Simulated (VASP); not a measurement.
Runs of VASP 6.6.1 on P. The structure is that of space group Fd-3m (No. 227), or close to it. The cells are those of the table. This isn't the form of P at room conditions, which is orthorhombic.

```csv
cell,gap on the mesh (eV),pressure (GPa)
"a = 3.705 Å, angles 60.0°, 2 atoms",none,(a)
"a = 3.213 Å, angles 60.0°, 2 atoms",none,85.0
"a = 3.810 Å, angles 60.0°, 2 atoms",none,0.1
"a = 3.595 Å, angles 60.0°, 2 atoms",none,12.0
```

Alike in all rows: task single point; level PBEsol; potentials or basis VASP PAW PBE potentials, release 64 (P); no spin polarisation; k mesh 12 × 12 × 12; cutoff (eV) 520; smearing fermi-dirac 0.08 eV.

Task: Fill in the values left out.

Result: (a) 4.9.

Caveats: the PAW data sets were made with another functional, which shifts forces and pressure a little; the cell stands under pressure (at least some runs).

A gap of «none» marks levels without a gap at the run's occupations.
